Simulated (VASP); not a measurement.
# W (Fm-3m) in VASP: single point with PBEsol

Aim: the single point of W with PBEsol.

All numbers are computed with VASP 6.6.1; they aren't measurements. Logs are shortened: lines on timing, memory, paths and dates and some standing lists are left out, and cuts for length are marked.

## 1. The cell of the first run

The structure is cubic, space group Fm-3m (No. 225). The conventional cell has a = 4.060 Å, b = 4.060 Å, c = 4.060 Å, α = 90.00°, β = 90.00°, γ = 90.00°. W (site symmetry m-3m) has 12 W at 2.87 Å within 3.8 Å.

## 2. Single point, PBEsol

The input, INCAR:

```
PREC = Accurate ; ENCUT = 500
EDIFF = 1E-6 ; ISMEAR = -1
SIGMA = 0.1 ; LREAL = F
LASPH = T ; NELM = 120
ALGO = Normal ; ISIF = 2
LWAVE = F ; LCHARG = F
GGA = PS ; NBANDS = 13
GGA_COMPAT = F
```

The input, KPOINTS:

```
regular mesh
0
Gamma
  9 9 9
```

The input, POSCAR:

```
W
1.0
    0.0000000000      2.0300000000      2.0300000000
    2.0300000000      0.0000000000      2.0300000000
    2.0300000000      2.0300000000      0.0000000000
W
1
Direct
    0.0000000000      0.0000000000      0.0000000000
```

Potentials or basis: VASP PAW PBE potentials, release 64 (W_sv).

The run is started by

```
$ cat potpaw_PBE.64/W_sv/POTCAR > POTCAR
$ mpirun -np 1 vasp_std > vasp.out
```

OUTCAR:

```text
PREC = Accurate
   ENCUT = 500
   EDIFF = 1E-6
   ISMEAR = -1
   LREAL = F
   LASPH = T
   NELM = 120
   ISIF = 2
   GGA = PS

 ion  position               nearest neighbor table
   1  0.000  0.000  0.000-

  LATTYP: Found a face centered cubic cell.
 ALAT       =     4.0600000000

  Lattice vectors:

 A1 = (   0.0000000000,   2.0300000000,   2.0300000000)
 A2 = (   2.0300000000,   0.0000000000,   2.0300000000)
 A3 = (   2.0300000000,   2.0300000000,   0.0000000000)

Analysis of symmetry for initial positions (statically):
=====================================================================
 Subroutine PRICEL returns:
 Original cell was already a primitive cell.

 Routine SETGRP: Setting up the symmetry group for a
 face centered cubic supercell.

 Subroutine GETGRP returns: Found 48 space group operations
 (whereof 48 operations were pure point group operations)
 out of a pool of 48 trial point group operations.

The static configuration has the point symmetry O_h .

Analysis of symmetry for dynamics (positions and initial velocities):
=====================================================================
 Subroutine PRICEL returns:
 Original cell was already a primitive cell.

 Routine SETGRP: Setting up the symmetry group for a
 face centered cubic supercell.

 Subroutine GETGRP returns: Found 48 space group operations
 (whereof 48 operations were pure point group operations)
 out of a pool of 48 trial point group operations.

The dynamic configuration has the point symmetry O_h .

 Subroutine INISYM returns: Found 48 space group operations
 (whereof 48 operations are pure point group operations),
 and found     1 'primitive' translations

----------------------------------------------------------------------------------------

                                     Primitive cell

  volume of cell :      16.7309

  direct lattice vectors                    reciprocal lattice vectors
     0.000000000  2.030000000  2.030000000    -0.246305419  0.246305419  0.246305419
     2.030000000  0.000000000  2.030000000     0.246305419 -0.246305419  0.246305419
     2.030000000  2.030000000  0.000000000     0.246305419  0.246305419 -0.246305419

  length of vectors
     2.870853532  2.870853532  2.870853532     0.426613499  0.426613499  0.426613499

  position of ions in fractional coordinates (direct lattice)
     0.000000000  0.000000000  0.000000000

  ion indices of the primitive-cell ions
   primitive index   ion index
                 1           1

----------------------------------------------------------------------------------------

 KPOINTS: regular mesh

Automatic generation of k-mesh.
 Grid dimensions read from file:
 generate k-points for:    9    9    9

 Generating k-lattice:

  Cartesian coordinates                     Fractional coordinates (reciprocal lattice)
    -0.027367269  0.027367269  0.027367269     0.111111111  0.000000000  0.000000000
     0.027367269 -0.027367269  0.027367269     0.000000000  0.111111111  0.000000000
     0.027367269  0.027367269 -0.027367269     0.000000000  0.000000000  0.111111111

  Length of vectors
     0.047401500  0.047401500  0.047401500

  Shift w.r.t. Gamma in fractional coordinates (k-lattice)
     0.000000000  0.000000000  0.000000000

 Subroutine IBZKPT returns following result:
 ===========================================

 Found     35 irreducible k-points:

 Following reciprocal coordinates:
            Coordinates               Weight
  0.000000  0.000000  0.000000      1.000000
  0.111111  0.000000  0.000000      8.000000
  0.222222  0.000000  0.000000      8.000000
  0.333333  0.000000  0.000000      8.000000
  0.444444  0.000000  0.000000      8.000000
  0.111111  0.111111  0.000000      6.000000
[... 16 lines left out ...]
 -0.333333  0.333333  0.000000     12.000000
  0.444444  0.444444  0.000000      6.000000
 [... further k-points ...]
   k-points           NKPTS =     35   k-points in BZ     NKDIM =     35   number of bands    NBANDS=     13
   number of dos      NEDOS =    301   number of ions     NIONS =      1
   total plane-waves  NPLWV =  13824
   dimension x,y,z NGX =    24 NGY =   24 NGZ =   24
   dimension x,y,z NGXF=    48 NGYF=   48 NGZF=   48
   ions per type =               1
   NGX,Y,Z   is equivalent  to a cutoff of  13.90, 13.90, 13.90 a.u.
   NGXF,Y,Z  is equivalent  to a cutoff of  27.80, 27.80, 27.80 a.u.
 SYSTEM =  unknown system
   PREC   = accura    normal or accurate (medium, high low for compatibility)
   ISTART =      0    job   : 0-new  1-cont  2-samecut
   ICHARG =      2    charge: 1-file 2-atom 10-const
   ISPIN  =      1    spin polarized calculation?
   LNONCOLLINEAR =      F non collinear calculations
   LSORBIT =      F    spin-orbit coupling
   LASPH  =      T    aspherical Exc in radial PAW
   ENCUT  =  500.0 eV  36.75 Ry    6.06 a.u.   5.23  5.23  5.23*2*pi/ulx,y,z
   NELM   =    120;   NELMIN=  2; NELMDL= -5     # of ELM steps
   EDIFF  = 0.1E-05   stopping-criterion for ELM
   LREAL  =      F    real-space projection
   EDIFFG = 0.1E-04   stopping-criterion for IOM
   NSW    =      0    number of steps for IOM
   IBRION =     -1    ionic relax: 0-MD 1-quasi-New 2-CG
   NFREE  =      0    steps in history (QN), initial steepest desc. (CG)
   ISIF   =      2    stress and relaxation
   ISYM   =      2    0-nonsym 1-usesym 2-fastsym
   POTIM  = 0.5000    time-step for ionic-motion
   TEBEG  =    0.0;   TEEND  =   0.0 temperature during run
   PSTRESS=    0.0 pullay stress
   NELECT =      14.0000    total number of electrons
   NUPDOWN=      -1.0000    fix difference up-down
   EMIN   =  10.00;   EMAX   =-10.00  energy-range for DOS
   EFERMI =   0.00;   METHOD = LEGACY
   ISMEAR =    -1;   SIGMA  =   0.10  broadening in eV -4-tet -1-fermi 0-gaus
   EFERMI_NEDOS =   21; number of points for ismear=-14 and -15
   IALGO  =     38    algorithm
   IMIX   =      4    mixing-type and parameters
     AMIX     =   0.40;   BMIX     =  1.00
     AMIX_MAG =   1.60;   BMIX_MAG =  1.00
  volume/ion in A,a.u.               =      16.73       112.91
  Fermi-wavevector in a.u.,A,eV,Ry     =   1.542688  2.915258 32.380324  2.379887
  Thomas-Fermi vector in A             =   2.648457
   LORBIT       =      0    0 simple, 1 ext, 2 COOP (PROOUT), +10 PAW based schemes
   GGA     = PS    functional components
   LHFCALC =     F    Hartree Fock is set to
   AEXX    =    0.0000 exact exchange contribution
   IVDW    =     0    specifies the selected vdW correction
   LEPSILON=     F    determine dielectric tensor
   LRPA    =     F    only Hartree local field effects (RPA)
 non-spin polarized calculation
  energy-cutoff  :      500.00
  volume of cell :       16.73
 maximum number of plane-waves:       440
 NGX is ok and might be reduce to    24
   NGX = 11   NGY = 11   NGZ = 11

 number of electron      14.0000002 magnetization

 Free energy of the ion-electron system (eV)
  ---------------------------------------------------
  ext. energy  EPLUGINS =         0.00000000
  ---------------------------------------------------
  free energy    TOTEN  =       -13.30317357 eV

  energy without entropy =      -13.26396229  energy(sigma->0) =      -13.28356793

 E-fermi :  10.1079     XC(G=0): -13.4465

 val. band max:       10.0971656623   @ k =  -0.4444   0.1111   0.0000
 cond. band min:      10.1223915612   @ k =  -0.1111   0.1111   0.0000
 fundamental gap:      0.0252258989
 Fermi energy:        10.1078623012

 k-point     1 :       0.0000    0.0000    0.0000
  band No.  band energies     occupation
      1     -63.5939      2.00000
      2     -27.2455      2.00000
      3     -27.2455      2.00000
      4     -27.2455      2.00000
      5       1.1507      2.00000
      6       9.5255      1.99410
      7       9.5255      1.99410
      8       9.5255      1.99410
      9      12.5578      0.00000
     10      12.5578      0.00000
     11      22.8572      0.00000
     12      27.9419      0.00000
     13      27.9419      0.00000

 k-point     2 :       0.1111    0.0000    0.0000
  band No.  band energies     occupation
      1     -63.5826      2.00000
      2     -27.3795      2.00000
      3     -27.2627      2.00000
      4     -27.2627      2.00000
      5       1.6697      2.00000
      6       9.1546      1.99986
      7       9.7515      1.94488
      8       9.7515      1.94488
      9      12.3715      0.00000
     10      12.3715      0.00000
     11      23.8464      0.00000
     12      26.1857      0.00000
     13      28.9146      0.00000

 k-point     3 :       0.2222    0.0000    0.0000
  band No.  band energies     occupation
      1     -63.5537      2.00000
      2     -27.7090      2.00000
      3     -27.3062      2.00000
      4     -27.3062      2.00000
      5       2.9789      2.00000
      6       8.5835      2.00000
      7       9.9892      1.53218
      8       9.9892      1.53218
      9      12.4567      0.00000
     10      12.4567      0.00000
     11      23.5169      0.00000
     12      26.3917      0.00000
     13      31.5052      0.00000

 k-point     4 :       0.3333    0.0000    0.0000
  band No.  band energies     occupation
      1     -63.5208      2.00000
      2     -28.0680      2.00000
      3     -27.3551      2.00000
      4     -27.3551      2.00000
      5       4.1844      2.00000
      6       8.9331      1.99998
      7       9.6752      1.97391
      8       9.6752      1.97391
      9      13.5694      0.00000
     10      13.5694      0.00000
     11      21.7416      0.00000
     12      25.3991      0.00000
     13      31.6592      0.00000

 k-point     5 :       0.4444    0.0000    0.0000
  band No.  band energies     occupation
      1     -63.4992      2.00000
      2     -28.2943      2.00000
      3     -27.3867      2.00000
      4     -27.3867      2.00000
      5       4.5343      2.00000
      6       9.3499      1.99898
      7       9.3499      1.99898
      8      10.3352      0.18665
      9      14.7787      0.00000
     10      14.7787      0.00000
     11      20.3538      0.00000
     12      22.8162      0.00000
     13      28.9028      0.00000

 k-point     6 :       0.1111    0.1111    0.0000
  band No.  band energies     occupation
      1     -63.5788      2.00000
      2     -27.3760      2.00000
      3     -27.2923      2.00000
      4     -27.2923      2.00000
      5       1.8444      2.00000
      6       8.8769      1.99999
      7       9.9471      1.66613
      8       9.9471      1.66613
      9      11.7502      0.00000
     10      12.7920      0.00000
     11      24.2320      0.00000
     12      26.9624      0.00000
     13      28.3956      0.00000

 k-point     7 :       0.2222    0.1111    0.0000
  band No.  band energies     occupation
      1     -63.5558      2.00000
      2     -27.6204      2.00000
      3     -27.3451      2.00000
      4     -27.3276      2.00000
      5       2.9160      2.00000
      6       8.2688      2.00000
      7      10.1225      0.92684
      8      10.3579      0.15170
      9      11.4791      0.00000
     10      13.0616      0.00000
     11      25.0391      0.00000
     12      26.3235      0.00000
     13      29.5067      0.00000
[... 193 lines left out ...]
 k-point    20 :       0.3333    0.3333    0.0000
  band No.  band energies     occupation
      1     -63.4966      2.00000
      2     -28.0247      2.00000
      3     -27.5410      2.00000
      4     -27.5410      2.00000
      5       4.9013      2.00000
      6       6.3934      2.00000
      7      10.2013      0.56423
      8      13.1214      0.00000
      9      13.1214      0.00000
     10      14.2438      0.00000
     11      25.5572      0.00000
     12      25.5572      0.00000
     13      27.4666      0.00000

 k-point    21 :       0.4444    0.3333    0.0000
  band No.  band energies     occupation
      1     -63.4785      2.00000
      2     -28.1392      2.00000
      3     -27.6336      2.00000
      4     -27.5775      2.00000
      5       5.1797      2.00000
      6       6.2314      2.00000
      7      10.4474      0.06489
      8      13.1991      0.00000
      9      15.1650      0.00000
     10      15.2264      0.00000
     11      21.9758      0.00000
     12      24.3150      0.00000
     13      25.9958      0.00000

 k-point    22 :      -0.4444    0.3333    0.0000
  band No.  band energies     occupation
      1     -63.4687      2.00000
      2     -28.1291      2.00000
      3     -27.7961      2.00000
      4     -27.5626      2.00000
      5       5.6697      2.00000
      6       6.7125      2.00000
      7       9.9892      1.53214
      8      12.5952      0.00000
      9      15.0192      0.00000
     10      18.1753      0.00000
     11      18.8482      0.00000
     12      24.5911      0.00000
     13      25.3035      0.00000

 k-point    23 :      -0.3333    0.3333    0.0000
  band No.  band energies     occupation
      1     -63.4720      2.00000
      2     -27.9783      2.00000
      3     -27.9703      2.00000
      4     -27.5030      2.00000
      5       6.3874      2.00000
      6       7.3308      2.00000
      7       9.0267      1.99996
      8      11.7992      0.00000
      9      13.8883      0.00000
     10      16.8795      0.00000
     11      22.2158      0.00000
     12      22.8558      0.00000
     13      28.1335      0.00000

 k-point    24 :       0.4444    0.4444    0.0000
  band No.  band energies     occupation
      1     -63.4680      2.00000
      2     -28.2301      2.00000
      3     -27.6255      2.00000
      4     -27.6255      2.00000
      5       4.7597      2.00000
      6       5.7467      2.00000
      7      12.4586      0.00000
      8      14.8475      0.00000
      9      15.2414      0.00000
     10      15.2414      0.00000
     11      22.2493      0.00000
     12      22.2493      0.00000
     13      23.4170      0.00000

 [... further k-points ...]
[... 5 lines left out ...]
  --------------------------------------------------------------------------------------
  -------------------------------------------------------------------------------------
  Total       -1.3213592     -1.3213592     -1.3213592      0.0000000     -0.0000000      0.0000000
  in kB     -126.5357884   -126.5357884   -126.5357884      0.0000000     -0.0000000      0.0000000
  external PRESSURE =    -126.5357884 kB  Pullay stress =       0.0000000 kB

 VOLUME and BASIS-vectors are now :
 -----------------------------------------------------------------------------
  energy-cutoff  :      500.00
  volume of cell :       16.73
      direct lattice vectors                 reciprocal lattice vectors
     0.000000000  2.030000000  2.030000000    -0.246305419  0.246305419  0.246305419
     2.030000000  0.000000000  2.030000000     0.246305419 -0.246305419  0.246305419
     2.030000000  2.030000000  0.000000000     0.246305419  0.246305419 -0.246305419

 POSITION                                       TOTAL-FORCE (eV/Angst)
 -----------------------------------------------------------------------------------
      0.00000      0.00000      0.00000         0.000000      0.000000      0.000000
 -----------------------------------------------------------------------------------
    total drift:                               -0.000000      0.000000     -0.000000

  FREE ENERGIE OF THE ION-ELECTRON SYSTEM (eV)
  ---------------------------------------------------
  free  energy   TOTEN  =       -13.3031735738 eV

  energy  without entropy=      -13.2639622874  energy(sigma->0) =      -13.28356793
```

Run time: 3.9 s. Hardware: 1 thread of Intel Xeon 6975P-C (Granite Rapids), shared host; peak memory 0.14 GiB.

What came out:

| Property | Result |
| --- | --- |
| Free energy | -13.3032 eV |
| Pressure | -12.7 GPa |
| Band gap on the k mesh | zero (band 7 reaches 12.46 eV, above the bottom of band 8 at 9.53 eV) |

Caveat: the PAW data sets were made with another functional, which shifts forces and pressure a little; spin-orbit coupling is left out, which moves the levels of the heavy elements.
